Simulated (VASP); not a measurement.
Here is a VASP 6.6.1 calculation.

File INCAR:

```
SYSTEM = Te
  PREC = Accurate
  ENCUT = 520
  EDIFF = 1E-8
  ISMEAR = -1
  SIGMA = 0.08
  LREAL = .FALSE.
  LASPH = .TRUE.
  NELM = 80
  ALGO = Normal
  ISIF = 2
  LWAVE = .FALSE.
  LCHARG = .FALSE.
  LEFG = .TRUE.
  NBANDS = 16
```

KPOINTS

```
Automatic mesh
0
G
  9 9 6
  0 0 0
```

Contents of POSCAR:

```
Te
1.0
    4.3669943424      0.0000000000      0.0000000000
   -2.1834971712      3.7819280387      0.0000000000
    0.0000000000      0.0000000000      5.8040476941
Te
3
Direct
    0.7450000000      0.0000000000      0.3333333333
    0.0000000000      0.7450000000      0.6666666667
    0.2550000000      0.2550000000      0.0000000000
```

Potentials or basis: VASP PAW LDA potentials, release 64 (Te).

Command:

```bash
$ cat potpaw_LDA.64/Te/POTCAR > POTCAR
$ mpirun -np 1 vasp_std > vasp.out
```

Task: Predict the largest force.

Result: 0.993 eV/Å.

Task: Predict the pressure.

Result: 3.5 GPa.

Electric field gradients, principal values (V/Å²):
| atom | least | middle | greatest (by size) |
| --- | --- | --- | --- |
| 1 Te | 164.587 | 371.804 | -536.391 |
| 2 Te | 164.587 | 371.804 | -536.391 |
| 3 Te | 164.587 | 371.804 | -536.391 |

Caveat: the cell stands under pressure; without QUAD_EFG the Cq values of the log hold for a quadrupole moment of 1 mb, not for the nuclei.
